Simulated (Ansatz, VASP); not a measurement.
Two plane-wave programs on Ir

INCAR

```
PREC     = Accurate       # precision mode
ENCUT    = 520            # plane-wave cutoff, eV
EDIFF    = 1E-6           # SCF threshold, eV
ISMEAR   = 0              # smearing method
SIGMA    = 0.15           # smearing width, eV
LREAL    = F              # projectors in reciprocal space
LASPH    = T              # aspherical terms in the spheres
NELM     = 80             # most SCF steps
ALGO     = Normal         # electronic algorithm
ISIF     = 2              # what is computed and relaxed
LWAVE    = F              # write WAVECAR
LCHARG   = T              # write CHGCAR
GGA      = PE             # functional
LELF     = T              # ELF
LVHAR    = T            
NBANDS   = 10             # bands
```

File KPOINTS:

```
regular mesh
0
Gamma
  22 22 22
```

Contents of POSCAR:

```
Ir
1.0
    0.0000000000      2.2007663408      1.6160227241
    2.2007663408      0.0000000000      1.6160227241
    2.2007663408      2.2007663408      0.0000000000
Ir
1
Direct
    0.0000000000      0.0000000000      0.0000000000
```

Input for Ansatz:

```yaml
crystal:
  lattice:
    - [0.0, 2.2007663408, 1.6160227241]
    - [2.2007663408, 0.0, 1.6160227241]
    - [2.2007663408, 2.2007663408, 0.0]
  atoms:
    - { symbol: Ir, position: [0.0, 0.0, 0.0] }
basis:
  ecutwfc: 420
kpoints:
  mp_grid: { grid: [22, 22, 22] }
hamiltonian:
  xc: pbe
  pseudopotentials: { kind: paw, azcp: { folder: soft_1 } }
scf:
  occupations: { method: gaussian, width: 0.15 }
output:
  forces: true
  stress: true
  eigenvalues: true
```

Alike in both runs: task single point; functional PBE; k mesh 22 × 22 × 22; occupations gaussian, width 0.15 eV; no spin polarisation.

|  | VASP | Ansatz |
| --- | --- | --- |
| version | VASP 6.6.1 | Ansatz 0.2.0 |
| potentials or method | VASP PAW PBE potentials, release 64 (Ir), cutoff 520 eV | scalar-relativistic, plane waves, PAW |
| valence electrons in the cell | 9 | 17 |

```csv
,VASP,Ansatz,Ansatz less VASP
gap on the k mesh at the Fermi level (eV),none,none,-
pressure (GPa),-11.2,-11.6,-0.39
"traceless stress, the component that is largest in VASP (GPa)",12.21,12.49,+0.276
```

A gap of «none» marks a metal or a gap that the smearing closes. VASP's potentials hold 9 valence electrons a cell and Ansatz's 17, so a difference there can come from the potentials and not from the codes.

Neither program's run includes spin-orbit coupling.
